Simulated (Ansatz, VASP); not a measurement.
**One calculation of P, two programs**

Contents of INCAR:

```
PREC     = Accurate       # precision mode
ENCUT    = 520            # plane-wave cutoff, eV
EDIFF    = 1E-7           # SCF threshold, eV
ISMEAR   = 0              # smearing method
SIGMA    = 0.05           # smearing width, eV
LREAL    = F              # projectors in reciprocal space
LASPH    = T              # aspherical terms in the spheres
NELM     = 100            # most SCF steps
ALGO     = Normal         # electronic algorithm
ISIF     = 2              # what is computed and relaxed
LWAVE    = F              # write WAVECAR
LCHARG   = F              # write CHGCAR
GGA      = PS             # functional
NBANDS   = 18             # bands
```

The input KPOINTS:

```
Automatic mesh
0
Gamma
  8 1 6
```

File POSCAR:

```
P
1.0
    3.2843671017      0.0000000000      0.0000000000
    0.0000000000     34.8747470704      0.0000000000
    0.0000000000      0.0000000000      4.2594336757
P
4
Direct
    0.0000000000      0.9696876236      0.5826201292
    0.0000000000      0.0303123764      0.4173798708
    0.5000000000      0.0303123764      0.0826201292
    0.5000000000      0.9696876236      0.9173798708
```

Input for Ansatz:

```yaml
crystal:
  lattice:
    - [3.2843671017, 0.0, 0.0]
    - [0.0, 34.8747470704, 0.0]
    - [0.0, 0.0, 4.2594336757]
  atoms:
    - { symbol: P, position: [0.0, 0.9696876236, 0.5826201292] }
    - { symbol: P, position: [0.0, 0.0303123764, 0.4173798708] }
    - { symbol: P, position: [0.5, 0.0303123764, 0.0826201292] }
    - { symbol: P, position: [0.5, 0.9696876236, 0.9173798708] }
basis:
  ecutwfc: 420
kpoints:
  mp_grid: { grid: [8, 1, 6] }
hamiltonian:
  xc: pbesol
scf:
  occupations: { method: gaussian, width: 0.05 }
output:
  forces: true
  stress: true
  eigenvalues: true
  write_density: true
  write_potential: true
  elf: true
  volumetric_format: npy
```

Change from the starting cell: strain -0.0400 x Voigt [0, 0, 1, 0, 0, 0], atoms carried along.

Alike in both runs: task single point; functional PBEsol; k mesh 8 × 1 × 6; occupations gaussian, width 0.05 eV; no spin polarisation.

```csv
,VASP,Ansatz
version,VASP 6.6.1,Ansatz 0.2.0
potentials or method,"VASP PAW PBE potentials, release 64 (P), cutoff 520 eV","scalar-relativistic, plane waves, PAW"
valence electrons in the cell,20,20
```

VASP gave:

```
gap on the k mesh at the Fermi level (eV) : 0.43
least direct gap on the mesh (eV)         : 0.43
rms of the force components (eV/Å)        : 0.349
```

Which values does Ansatz return?

gap on the k mesh at the Fermi level (eV): 0.42; least direct gap on the mesh (eV): 0.42; rms of the force components (eV/Å): 0.359.

VASP's potentials were made for PBE, not for PBEsol. Atom by atom the forces differ by 0.013 eV/Å (rms over components). With one functional, cell and mesh, what is left measures potentials, basis and numerics.
